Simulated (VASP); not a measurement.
Runs of VASP 6.6.1 on MgO (Periclase). The structure is that of space group Fm-3m (No. 225), or close to it. The cells are those of the table. 

```csv
cell,gap on the mesh (eV),pressure (GPa)
"a = 3.040 Å, angles 60.0°, 2 atoms",4.06,-9.0
"a = 3.011 Å, angles 60.0°, 2 atoms",4.32,-5.2
"a = 2.921 Å, angles 60.0°, 2 atoms",(b),(a)
"a = 2.952 Å, angles 60.0°, 2 atoms",4.90,(c)
```

Alike in all rows: task single point; level PBEsol; potentials or basis VASP PAW PBE potentials, release 64 (Mg, O); no spin polarisation; k mesh 8 × 8 × 8; cutoff (eV) 520; smearing gaussian 0.01 eV.

Question: Fill in the values left out.

Answer: (a) 10.3; (b) 5.22; (c) 4.3.

Caveats: the PAW data sets were made with another functional, which shifts forces and pressure a little.

